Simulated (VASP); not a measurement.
A run of VASP 6.6.1 is set up as follows.

File POSCAR:

```
TaN
1.0
    0.0000000000      2.1934764741      2.1934764741
    2.1934764741      0.0000000000      2.1934764741
    2.1934764741      2.1934764741      0.0000000000
Ta N
1 1
Direct
    0.5000000000      0.5000000000      0.5000000000
    0.0000000000      0.0000000000      0.0000000000
```

The input INCAR.step1:

```
SYSTEM = TaN
PREC = Accurate
ENCUT = 520
ISMEAR = 0
SIGMA = 0.1
LREAL = .False.
LASPH = .True.
NELM = 100
NBANDS = 15
GGA = PE
ALGO = Normal
EDIFF = 1E-4
LWAVE = .True.
LCHARG = .False.
```

INCAR.step2

```
SYSTEM = TaN
PREC = Accurate
ENCUT = 520
EDIFF = 1E-7
ISMEAR = 0
SIGMA = 0.1
LREAL = .False.
LASPH = .True.
NELM = 100
ALGO = Normal
ISIF = 2
LWAVE = .False.
LCHARG = .False.
METAGGA = R2SCAN
LMIXTAU = .True.
LUSE_VDW = .True.
IVDW_NL = 2
BPARAM = 11.95
CPARAM = 0.0093
NBANDS = 15
ISTART = 1
```

File KPOINTS:

```
Automatic mesh
0
Gamma
  13 13 13
  0 0 0
```

Potentials or basis: VASP PAW PBE potentials, release 64 (Ta_pv, N).

Command:

```console
$ cat potpaw_PBE.64/Ta_pv/POTCAR potpaw_PBE.64/N/POTCAR > POTCAR
$ cp INCAR.step1 INCAR
$ mpirun -np 1 vasp_std > vasp.out
$ cp INCAR.step2 INCAR
$ mpirun -np 1 vasp_std > vasp.out
```

What does it give for the pressure?

2.7 GPa.

Predict the band gap on the k mesh.

zero (band 8 reaches 11.54 eV, above the bottom of band 9 at 7.50 eV).

Caveat: the PAW data sets were made with another functional, which shifts forces and pressure a little; spin-orbit coupling is left out, which moves the levels of the heavy elements.
